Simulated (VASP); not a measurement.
A run of VASP 6.6.1 is set up as follows.

The input POSCAR:

```
Si
1.0
   -3.8319083606      0.0000000000      0.0000000000
   -1.9159541803     -3.3185299852      0.0000000000
   -1.5327633442      0.0000000000     12.6836398318
Si
8
Direct
   -0.0292848423      0.3333333333      0.9065454392
    0.1707151577      0.3333333333      0.4065454392
    0.6040484910      0.6666666667      0.1565454392
    0.4040484910      0.6666666667      0.6565454392
    0.2959515090      0.3333333333      0.0934545608
    0.0959515090      0.3333333333      0.5934545608
    0.5292848423      0.6666666667      0.3434545608
    0.3292848423      0.6666666667      0.8434545608
```

Contents of INCAR.step1:

```
ALGO = Normal
EDIFF = 1E-4
ENCUT = 520
GGA = PE
ISMEAR = 0
LASPH = True
LCHARG = False
LREAL = False
LWAVE = True
NBANDS = 26
NELM = 100
PREC = Accurate
SIGMA = 0.05
```

File INCAR.step2:

```
ALGO = Normal
EDIFF = 1E-7
ENCUT = 520
ISIF = 2
ISMEAR = 0
ISTART = 1
LASPH = True
LCHARG = False
LMIXTAU = True
LREAL = False
LWAVE = False
METAGGA = R2SCAN
NBANDS = 26
NELM = 100
PREC = Accurate
SIGMA = 0.05
```

KPOINTS

```
k-points
0
Gamma
  8 8 2
```

Potentials or basis: VASP PAW PBE potentials, release 64 (Si).

The run is started by

```bash
$ cat potpaw_PBE.64/Si/POTCAR > POTCAR
$ cp INCAR.step1 INCAR
$ mpirun -np 1 vasp_std > vasp.out
$ cp INCAR.step2 INCAR
$ mpirun -np 1 vasp_std > vasp.out
```

(1) Estimate the band gap on the k mesh.

(2) What does it give for the pressure?

(3) Estimate the largest force.

Answers

(1) zero (bands 16 and 17 overlap by 0.06 eV).

(2) -1.1 GPa.

(3) 1.261 eV/Å.

Caveat: semilocal functionals underestimate gaps, so a narrow gap can read as zero; the PAW data sets were made with another functional, which shifts forces and pressure a little.
